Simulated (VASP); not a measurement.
A run of VASP 6.6.1 is set up as follows.

The input INCAR:

```
PREC = Accurate
ENCUT = 520
EDIFF = 1E-6
ISMEAR = -1
SIGMA = 0.05
LREAL = False
LASPH = True
NELM = 60
ALGO = Normal
ISIF = 2
LWAVE = False
LCHARG = True
GGA = PE
LELF = True
LVHAR = True
NBANDS = 12
```

The input KPOINTS:

```
Automatic mesh
0
Gamma
  16 16 16
```

Contents of POSCAR:

```
La
1.0
   -1.6618573342      1.6618573342      1.6618573342
    1.6618573342     -1.6618573342      1.6618573342
    1.6618573342      1.6618573342     -1.6618573342
La
1
Direct
    0.0000000000      0.0000000000      0.0000000000
```

Potentials or basis: VASP PAW PBE potentials, release 64 (La).

Command:

```sh
$ cat potpaw_PBE.64/La/POTCAR > POTCAR
$ mpirun -np 1 vasp_std > vasp.out
```

(1) What does it give for the pressure?

(2) What does it give for the band gap on the k mesh?

## Answers

(1) 65.0 GPa.

(2) zero (an odd number of electrons rules out a gap without spin polarisation).

Caveat: the cell stands under pressure; spin-orbit coupling is left out, which moves the levels of the heavy elements.
